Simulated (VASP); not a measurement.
Sc2AlP3:

```
CELL_PARAMETERS angstrom
4.19111 0.00000 0.00000
0.00000 4.19111 0.00000
0.00000 0.00000 6.11231
ATOMIC_POSITIONS crystal
Sc 0.00000 0.50000 0.73025
Sc 0.50000 0.00000 0.26975
Al 0.00000 0.00000 0.00000
P 0.50000 0.50000 0.81423
P 0.50000 0.50000 0.18577
P 0.50000 0.50000 0.50000
```

The cell was generated, and may not be a known phase.

- Program: VASP 6.6.1
- Task: relaxation of cell and atoms
- Functional: PBE
- Potentials or basis: VASP PAW PBE potentials, release 64 (Sc_sv, Al, P)
- Cutoff: 600 eV
- k mesh: 4 × 4 × 4
- Occupations: gaussian, width 0.1 eV
- Spin: no spin polarisation

At the start: pressure 43.8 GPa; volume 17.89 Å³/atom.

Task: Where does the relaxation end?

Result: Over 24 steps the energy falls by 1322.2 meV/atom and the volume is 21.87 Å³/atom (+22.2 %); space group P-4m2 (No. 115, to 0.1 Å) before and after.

Step by step:
```
step  energy change (eV)  largest force (eV/Å)  pressure (GPa)  volume (Å³)
   1              0.0000                6.3577           43.80       107.37
   2             -3.8769                1.3426           -9.11       202.34
   3             -5.9587                1.3297           -1.56       153.36
   4             -5.9643                1.3809           -1.13       152.18
   5             -5.9659                1.4257           -0.75       151.18
   6             -6.3486                1.1468           -1.49       150.50
   7             -6.6854                1.3267           -1.59       148.34
   8             -6.9102                1.4735           -0.21       141.33
   9             -7.0230                1.6161            2.41       132.46
  10             -7.2090                1.3235            2.28       131.81
  11             -7.0483                3.9178            5.10       129.57
  12             -7.3355                1.6640            2.60       131.13
  13             -7.3440                1.7829            2.84       130.85
  14             -7.5694                1.5929            0.71       133.79
  15             -7.6475                1.3537           -1.29       136.87
  16             -7.8096                0.9599           -1.84       135.41
  17             -7.8479                0.6147           -1.98       134.32
  18             -7.9203                0.4130            0.36       130.01
  19             -7.9212                0.3848            0.67       129.50
  20             -7.9310                0.0983            0.38       130.46
  21             -7.9313                0.0912            0.33       130.65
  22             -7.9327                0.0458           -0.16       131.44
  23             -7.9328                0.0518           -0.10       131.33
  24             -7.9330                0.0270           -0.05       131.23
```

Final structure:
```cif
data_structure
_symmetry_space_group_name_H-M 'P 1'
_symmetry_Int_Tables_number 1
_cell_length_a 3.8547
_cell_length_b 3.8547
_cell_length_c 8.8317
_cell_angle_alpha 90.000
_cell_angle_beta 90.000
_cell_angle_gamma 90.000
_cell_volume 131.23
loop_
_atom_site_label
_atom_site_type_symbol
_atom_site_fract_x
_atom_site_fract_y
_atom_site_fract_z
_atom_site_occupancy
Sc1 Sc 0.00000 0.50000 0.68960 1
Sc2 Sc 0.50000 0.00000 0.31040 1
Al1 Al 0.00000 0.00000 0.00000 1
P1 P 0.50000 0.50000 0.88035 1
P2 P 0.50000 0.50000 0.11965 1
P3 P 0.50000 0.50000 0.50000 1
```

Caveat: the k points lie up to 0.41 Å⁻¹ apart in the final cell, too coarse for converged energies and pressures of a metal; the volume moved by over 15 % at a fixed basis, so the end points are rough.
